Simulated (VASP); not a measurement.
## LiF: single point with HSE06

Crystal: LiF.

```xyz
2
Lattice="0.0000 2.0340 2.0340 2.0340 0.0000 2.0340 2.0340 2.0340 0.0000" Properties=species:S:1:pos:R:3 pbc="T T T"
Li    0.0000    0.0000    0.0000
F     2.0340    2.0340    2.0340
```

- Program: VASP 6.6.1
- Task: single point
- Functional: HSE06
- Potentials or basis: VASP PAW PBE potentials, release 64 (Li_sv, F)
- Cutoff: 520 eV
- k mesh: 8 × 8 × 8
- Occupations: gaussian, width 0.02 eV
- Spin: no spin polarisation
- Dipole correction: no
- Grid for exact exchange (PRECFOCK): Normal
- Further INCAR settings: ALGO = Normal; EDIFF = 1e-06; NBANDS = 12
- Share of exact exchange: 0.25
- Screening parameter: 0.2079 1/Å

```yaml
Band_gap_on_the_k_mesh: 11.11 eV
```

Levels at points of the mesh, in eV from the valence-band top:
| k point | band 2 | band 3 | band 4 | band 5 | band 6 | band 7 | band 8 | band 9 |
| --- | --- | --- | --- | --- | --- | --- | --- | --- |
| (0.00, 0.00, 0.00) | -21.49 | 0.00 | 0.00 | 0.00 | 11.11 | 26.20 | 26.20 | 26.20 |
| (0.50, 0.00, 0.00) | -21.06 | -2.56 | -0.24 | -0.24 | 12.93 | 19.02 | 21.14 | 21.14 |
| (0.50, 0.50, 0.00) | -20.81 | -2.99 | -1.01 | -1.01 | 17.10 | 18.60 | 19.60 | 22.57 |

It took 29 min on 1 thread of Intel(R) Xeon(R) Platinum 8259CL CPU @ 2.50GHz (Skylake/Cascade Lake), on a shared host, peak memory 0.24 GiB.

 A k mesh can miss the band edges.
